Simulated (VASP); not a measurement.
# ZnSe (F-43m) in VASP: further runs

Aim: see how the results for ZnSe move with the level of theory and the settings. Levels: PBEsol, PBE. Tasks: single point.

Program: VASP 6.6.1. These are calculated values, not measurements. Logs are shortened: lines on timing, memory, paths and dates and some standing lists are left out, and cuts for length are marked.

## Step 1: The cell of the first run

Symmetry: F-43m, No. 216, cubic system. Conventional cell: a = 5.665 Å, b = 5.665 Å, c = 5.665 Å, α = 90.00°, β = 90.00°, γ = 90.00°. Zn (site symmetry -43m) has 4 Se at 2.45 Å within 3.2 Å. Within 3.2 Å of Se (site symmetry -43m) lie 4 Zn at 2.45 Å.

## Step 2: Single point, PBEsol

File INCAR:

```
PREC = Accurate
ENCUT = 500
EDIFF = 1E-6
ISMEAR = 0
SIGMA = 0.1
LREAL = False
LASPH = True
NELM = 120
ALGO = Normal
ISIF = 2
LWAVE = False
LCHARG = False
GGA = PS
NBANDS = 16
GGA_COMPAT = False
```

File KPOINTS:

```
Automatic mesh
0
Gamma
  4 4 4
```

File POSCAR:

```
ZnSe
1.0
    0.0000000000      2.8324425407      2.8324425407
    2.8324425407      0.0000000000      2.8324425407
    2.8324425407      2.8324425407      0.0000000000
Zn Se
1 1
Direct
    0.0000000000      0.0000000000      0.0000000000
    0.7500000000      0.7500000000      0.7500000000
```

Potentials or basis: VASP PAW PBE potentials, release 64 (Zn, Se).

On the command line:

```bash
$ cat potpaw_PBE.64/Zn/POTCAR potpaw_PBE.64/Se/POTCAR > POTCAR
$ mpirun -np 1 vasp_std > vasp.out
```

OUTCAR:

```text
PREC = Accurate
   ENCUT = 500
   EDIFF = 1E-6
   ISMEAR = 0
   LREAL = False
   LASPH = True
   NELM = 120
   ISIF = 2
   GGA = PS

 ion  position               nearest neighbor table
   1  0.000  0.000  0.000-   2 2.45   2 2.45   2 2.45   2 2.45
   2  0.750  0.750  0.750-   1 2.45   1 2.45   1 2.45   1 2.45

  LATTYP: Found a face centered cubic cell.
 ALAT       =     5.6648850814

  Lattice vectors:

 A1 = (   0.0000000000,   2.8324425407,   2.8324425407)
 A2 = (   2.8324425407,   0.0000000000,   2.8324425407)
 A3 = (   2.8324425407,   2.8324425407,   0.0000000000)

Analysis of symmetry for initial positions (statically):
=====================================================================
 Subroutine PRICEL returns:
 Original cell was already a primitive cell.

 Routine SETGRP: Setting up the symmetry group for a
 face centered cubic supercell.

 Subroutine GETGRP returns: Found 24 space group operations
 (whereof 24 operations were pure point group operations)
 out of a pool of 48 trial point group operations.

The static configuration has the point symmetry T_d .

Analysis of symmetry for dynamics (positions and initial velocities):
=====================================================================
 Subroutine PRICEL returns:
 Original cell was already a primitive cell.

 Routine SETGRP: Setting up the symmetry group for a
 face centered cubic supercell.

 Subroutine GETGRP returns: Found 24 space group operations
 (whereof 24 operations were pure point group operations)
 out of a pool of 48 trial point group operations.

The dynamic configuration has the point symmetry T_d .

 Subroutine INISYM returns: Found 24 space group operations
 (whereof 24 operations are pure point group operations),
 and found     1 'primitive' translations

----------------------------------------------------------------------------------------

                                     Primitive cell

  volume of cell :      45.4478

  direct lattice vectors                    reciprocal lattice vectors
     0.000000000  2.832442541  2.832442541    -0.176526088  0.176526088  0.176526088
     2.832442541  0.000000000  2.832442541     0.176526088 -0.176526088  0.176526088
     2.832442541  2.832442541  0.000000000     0.176526088  0.176526088 -0.176526088

  length of vectors
     4.005678656  4.005678656  4.005678656     0.305752153  0.305752153  0.305752153

  position of ions in fractional coordinates (direct lattice)
     0.000000000  0.000000000  0.000000000
     0.750000000  0.750000000  0.750000000

  ion indices of the primitive-cell ions
   primitive index   ion index
                 1           1
                 2           2

----------------------------------------------------------------------------------------

 KPOINTS: Automatic mesh

Automatic generation of k-mesh.
 Grid dimensions read from file:
 generate k-points for:    4    4    4

 Generating k-lattice:

  Cartesian coordinates                     Fractional coordinates (reciprocal lattice)
    -0.044131522  0.044131522  0.044131522     0.250000000  0.000000000  0.000000000
     0.044131522 -0.044131522  0.044131522     0.000000000  0.250000000  0.000000000
     0.044131522  0.044131522 -0.044131522     0.000000000  0.000000000  0.250000000

  Length of vectors
     0.076438038  0.076438038  0.076438038

  Shift w.r.t. Gamma in fractional coordinates (k-lattice)
     0.000000000  0.000000000  0.000000000

 Subroutine IBZKPT returns following result:
 ===========================================

 Found      8 irreducible k-points:

 Following reciprocal coordinates:
            Coordinates               Weight
  0.000000  0.000000  0.000000      1.000000
  0.250000  0.000000  0.000000      8.000000
  0.500000  0.000000  0.000000      4.000000
  0.250000  0.250000  0.000000      6.000000
  0.500000  0.250000  0.000000     24.000000
 -0.250000  0.250000  0.000000     12.000000
  0.500000  0.500000  0.000000      3.000000
 -0.250000  0.500000  0.250000      6.000000
   k-points           NKPTS =      8   k-points in BZ     NKDIM =      8   number of bands    NBANDS=     16
   number of dos      NEDOS =    301   number of ions     NIONS =      2
   total plane-waves  NPLWV =  27000
   dimension x,y,z NGX =    30 NGY =   30 NGZ =   30
   dimension x,y,z NGXF=    60 NGYF=   60 NGZF=   60
   ions per type =               1   1
   NGX,Y,Z   is equivalent  to a cutoff of  12.45, 12.45, 12.45 a.u.
   NGXF,Y,Z  is equivalent  to a cutoff of  24.90, 24.90, 24.90 a.u.
 SYSTEM =  unknown system
   PREC   = accura    normal or accurate (medium, high low for compatibility)
   ISTART =      0    job   : 0-new  1-cont  2-samecut
   ICHARG =      2    charge: 1-file 2-atom 10-const
   ISPIN  =      1    spin polarized calculation?
   LNONCOLLINEAR =      F non collinear calculations
   LSORBIT =      F    spin-orbit coupling
   LASPH  =      T    aspherical Exc in radial PAW
   ENCUT  =  500.0 eV  36.75 Ry    6.06 a.u.   7.30  7.30  7.30*2*pi/ulx,y,z
   NELM   =    120;   NELMIN=  2; NELMDL= -5     # of ELM steps
   EDIFF  = 0.1E-05   stopping-criterion for ELM
   LREAL  =      F    real-space projection
   EDIFFG = 0.1E-04   stopping-criterion for IOM
   NSW    =      0    number of steps for IOM
   IBRION =     -1    ionic relax: 0-MD 1-quasi-New 2-CG
   NFREE  =      0    steps in history (QN), initial steepest desc. (CG)
   ISIF   =      2    stress and relaxation
   ISYM   =      2    0-nonsym 1-usesym 2-fastsym
   POTIM  = 0.5000    time-step for ionic-motion
   TEBEG  =    0.0;   TEEND  =   0.0 temperature during run
   PSTRESS=    0.0 pullay stress
   NELECT =      18.0000    total number of electrons
   NUPDOWN=      -1.0000    fix difference up-down
   EMIN   =  10.00;   EMAX   =-10.00  energy-range for DOS
   EFERMI =   0.00;   METHOD = LEGACY
   ISMEAR =     0;   SIGMA  =   0.10  broadening in eV -4-tet -1-fermi 0-gaus
   EFERMI_NEDOS =   21; number of points for ismear=-14 and -15
   IALGO  =     38    algorithm
   IMIX   =      4    mixing-type and parameters
     AMIX     =   0.40;   BMIX     =  1.00
     AMIX_MAG =   1.60;   BMIX_MAG =  1.00
  volume/ion in A,a.u.               =      22.72       153.35
  Fermi-wavevector in a.u.,A,eV,Ry     =   1.202249  2.271922 19.665909  1.445404
  Thomas-Fermi vector in A             =   2.338036
   LORBIT       =      0    0 simple, 1 ext, 2 COOP (PROOUT), +10 PAW based schemes
   GGA     = PS    functional components
   LHFCALC =     F    Hartree Fock is set to
   AEXX    =    0.0000 exact exchange contribution
   IVDW    =     0    specifies the selected vdW correction
   LEPSILON=     F    determine dielectric tensor
   LRPA    =     F    only Hartree local field effects (RPA)
 non-spin polarized calculation
 Gauss-broadening in eV      SIGMA  =   0.10
  energy-cutoff  :      500.00
  volume of cell :       45.45
 maximum number of plane-waves:      1174
 NGX is ok and might be reduce to    30
   NGX = 15   NGY = 15   NGZ = 15

 number of electron      18.0000011 magnetization

 Free energy of the ion-electron system (eV)
  ---------------------------------------------------
  ext. energy  EPLUGINS =         0.00000000
  ---------------------------------------------------
  free energy    TOTEN  =        -6.70017830 eV

  energy without entropy =       -6.70017830  energy(sigma->0) =       -6.70017830

 E-fermi :   1.9717     XC(G=0):  -9.5195

 val. band max:        1.5333839844   @ k =   0.0000   0.0000   0.0000
 cond. band min:       2.6944435477   @ k =   0.0000   0.0000   0.0000
 fundamental gap:      1.1610595633
 Fermi energy:         1.9716930512

 k-point     1 :       0.0000    0.0000    0.0000
  band No.  band energies     occupation
      1     -11.7576      2.00000
      2      -5.0589      2.00000
      3      -5.0589      2.00000
      4      -5.0589      2.00000
      5      -4.6894      2.00000
      6      -4.6894      2.00000
[... 8 lines left out ...]
     15      12.9453      0.00000
     16      12.9453      0.00000

 k-point     2 :       0.2500    0.0000    0.0000
  band No.  band energies     occupation
      1     -11.3894      2.00000
      2      -5.0080      2.00000
      3      -5.0080      2.00000
      4      -5.0006      2.00000
      5      -4.6894      2.00000
      6      -4.6894      2.00000
[... 8 lines left out ...]
     15      11.8779      0.00000
     16      12.0415      0.00000

 k-point     3 :       0.5000    0.0000    0.0000
  band No.  band energies     occupation
      1     -10.9535      2.00000
      2      -4.9714      2.00000
      3      -4.9714      2.00000
      4      -4.6707      2.00000
      5      -4.6707      2.00000
      6      -4.5291      2.00000
[... 8 lines left out ...]
     15      14.5691      0.00000
     16      14.5691      0.00000

 k-point     4 :       0.2500    0.2500    0.0000
  band No.  band energies     occupation
      1     -11.2657      2.00000
      2      -5.0742      2.00000
      3      -4.9478      2.00000
      4      -4.9478      2.00000
      5      -4.7158      2.00000
      6      -4.6649      2.00000
[... 8 lines left out ...]
     15      13.8178      0.00000
     16      15.1508      0.00000

 k-point     5 :       0.5000    0.2500    0.0000
  band No.  band energies     occupation
      1     -10.8262      2.00000
      2      -4.9782      2.00000
      3      -4.8890      2.00000
      4      -4.7929      2.00000
      5      -4.6619      2.00000
      6      -4.5474      2.00000
[... 8 lines left out ...]
     15      14.7467      0.00000
     16      15.5273      0.00000

 k-point     6 :      -0.2500    0.2500    0.0000
  band No.  band energies     occupation
      1     -10.9738      2.00000
      2      -4.9609      2.00000
      3      -4.9414      2.00000
      4      -4.8087      2.00000
      5      -4.7016      2.00000
      6      -4.6394      2.00000
[... 8 lines left out ...]
     15      13.3952      0.00000
     16      15.5185      0.00000

 k-point     7 :       0.5000    0.5000    0.0000
  band No.  band energies     occupation
      1     -10.6804      2.00000
      2      -5.0356      2.00000
      3      -4.8048      2.00000
      4      -4.8048      2.00000
      5      -4.6404      2.00000
      6      -4.5097      2.00000
[... 8 lines left out ...]
     15      15.4543      0.00000
     16      15.8975      0.00000

 k-point     8 :      -0.2500    0.5000    0.2500
  band No.  band energies     occupation
      1     -10.6752      2.00000
      2      -4.9444      2.00000
      3      -4.8519      2.00000
      4      -4.7229      2.00000
      5      -4.7191      2.00000
      6      -4.3846      2.00000
[... 8 lines left out ...]
     15      15.2605      0.00000
     16      15.4906      0.00000

------------------------ aborting loop because EDIFF is reached ----------------------------------------

  FORCE on cell =-STRESS in cart. coord.  units (eV):
  Direction    XX          YY          ZZ          XY          YZ          ZX
  --------------------------------------------------------------------------------------
  -------------------------------------------------------------------------------------
  Total       -0.1271636     -0.1271636     -0.1271636      0.0000000      0.0000000     -0.0000000
  in kB       -4.4829099     -4.4829099     -4.4829099      0.0000000      0.0000000     -0.0000000
  external PRESSURE =      -4.4829099 kB  Pullay stress =       0.0000000 kB

 VOLUME and BASIS-vectors are now :
 -----------------------------------------------------------------------------
  energy-cutoff  :      500.00
  volume of cell :       45.45
      direct lattice vectors                 reciprocal lattice vectors
     0.000000000  2.832442541  2.832442541    -0.176526088  0.176526088  0.176526088
     2.832442541  0.000000000  2.832442541     0.176526088 -0.176526088  0.176526088
     2.832442541  2.832442541  0.000000000     0.176526088  0.176526088 -0.176526088

 POSITION                                       TOTAL-FORCE (eV/Angst)
 -----------------------------------------------------------------------------------
      0.00000      0.00000      0.00000         0.000000      0.000000      0.000000
      4.24866      4.24866      4.24866        -0.000000     -0.000000     -0.000000
 -----------------------------------------------------------------------------------
    total drift:                                0.000000      0.000000      0.000000

  FREE ENERGIE OF THE ION-ELECTRON SYSTEM (eV)
  ---------------------------------------------------
  free  energy   TOTEN  =        -6.7001783006 eV

  energy  without entropy=       -6.7001783006  energy(sigma->0) =       -6.70017830
```

Run time: 5.3 s. Hardware: 1 thread of AMD EPYC 9R45 (Zen 5), shared host; peak memory 0.13 GiB.

Results:

- Free energy: -6.7002 eV
- Pressure: -0.4 GPa
- Band gap on the k mesh: 1.16 eV, direct

Levels at points of the mesh, in eV from the valence-band top:
```csv
k point,band 6,band 7,band 8,band 9,band 10,band 11,band 12,band 13
"(0.00, 0.00, 0.00)",-6.22,0.00,0.00,0.00,1.16,5.71,5.71,5.71
"(0.50, 0.00, 0.00)",-6.06,-5.31,-0.88,-0.88,2.43,6.28,6.28,8.40
"(0.50, 0.50, 0.00)",-6.04,-4.81,-2.22,-2.22,2.81,3.35,10.62,11.16
```

Caveat: the k points lie up to 0.48 Å⁻¹ apart; the PAW data sets were made with another functional, which shifts forces and pressure a little.

## Step 3: Single point, PBE

File INCAR:

```
  PREC = Accurate
  ENCUT = 500
  EDIFF = 1E-6
  ISMEAR = 0
  SIGMA = 0.1
  LREAL = False
  LASPH = True
  NELM = 120
  ALGO = Normal
  ISIF = 2
  LWAVE = False
  LCHARG = False
  GGA = PE
  NBANDS = 16
  GGA_COMPAT = False
```

KPOINTS is that of step 2.

POSCAR is that of step 2.

Potentials or basis: VASP PAW PBE potentials, release 64 (Zn, Se).

On the command line:

```bash
$ cat potpaw_PBE.64/Zn/POTCAR potpaw_PBE.64/Se/POTCAR > POTCAR
$ mpirun -np 1 vasp_std > vasp.out
```

Run time: 5.6 s. Hardware: 1 thread of AMD EPYC 9R45 (Zen 5), shared host; peak memory 0.13 GiB.

It converged, with:

| Item | Value |
| --- | --- |
| Free energy | -5.9519 eV |
| Pressure | 2.8 GPa |
| Band gap on the k mesh | 1.28 eV, direct |

Levels at points of the mesh, in eV from the valence-band top:
```csv
k point,band 5,band 6,band 7,band 8,band 9,band 10,band 11,band 12,band 13,band 14
"(0.00, 0.00, 0.00)",-6.21,-6.21,0.00,0.00,0.00,1.28,5.78,5.78,5.78,9.92
"(0.50, 0.00, 0.00)",-6.19,-6.05,-5.25,-0.87,-0.87,2.53,6.36,6.36,8.58,10.97
"(0.50, 0.50, 0.00)",-6.16,-6.03,-4.78,-2.20,-2.20,2.96,3.44,10.75,11.24,11.24
```

Caveat: the k points lie up to 0.48 Å⁻¹ apart.

## Step 4: Single point, PBE

File INCAR:

```
SYSTEM = ZnSe
ALGO     = Normal         ! electronic algorithm
EDIFF    = 1E-6           ! SCF threshold, eV
ENCUT    = 500            ! plane-wave cutoff, eV
GGA      = PE             ! functional
GGA_COMPAT= .FALSE.      
ISIF     = 2              ! what is computed and relaxed
ISMEAR   = -5             ! smearing method
LASPH    = .TRUE.         ! aspherical terms in the spheres
LCHARG   = .FALSE.        ! write CHGCAR
LREAL    = .FALSE.        ! projectors in reciprocal space
LWAVE    = .FALSE.        ! write WAVECAR
NBANDS   = 16             ! bands
NELM     = 120            ! most SCF steps
PREC     = Accurate       ! precision mode
SIGMA    = 0.1            ! smearing width, eV
```

File KPOINTS:

```
k-points
0
G
  4 4 4
  0 0 0
```

POSCAR is that of step 3.

On the command line:

```bash
$ cat potpaw_PBE.64/Zn/POTCAR potpaw_PBE.64/Se/POTCAR > POTCAR
$ mpirun -np 1 vasp_std > vasp.out
```

Run time: 5.6 s. Hardware: 1 thread of AMD EPYC 9R45 (Zen 5), shared host; peak memory 0.13 GiB.

The run converged. Its results:

```yaml
Free_energy: -5.9519 eV
Pressure: 2.8 GPa
Band_gap_on_the_k_mesh: 1.28 eV, direct
```

Levels at points of the mesh, in eV from the valence-band top:
```tsv
k point	band 6	band 7	band 8	band 9	band 10	band 11	band 12	band 13
(0.00, 0.00, 0.00)	-6.21	0.00	0.00	0.00	1.28	5.78	5.78	5.78
(0.50, 0.00, 0.00)	-6.05	-5.25	-0.87	-0.87	2.53	6.36	6.36	8.58
(0.50, 0.50, 0.00)	-6.03	-4.78	-2.20	-2.20	2.96	3.44	10.75	11.24
```

Caveat: the k points lie up to 0.48 Å⁻¹ apart.

## Step 5: The runs side by side

```tsv
level	smearing	gap on the mesh (eV)	pressure (GPa)
PBEsol	gaussian 0.1 eV	1.16	-0.4
PBE	gaussian 0.1 eV	1.28	2.8
PBE	tetrahedron	1.28	2.8
```

Alike in all rows: task single point; potentials or basis VASP PAW PBE potentials, release 64 (Zn, Se); no spin polarisation; cell as given; k mesh 4 × 4 × 4; cutoff (eV) 500.

Caveats: all runs use coarse meshes; the PAW data sets were made with another functional, which shifts forces and pressure a little (some runs).

Absolute energies hang on the potentials; compare differences alone.
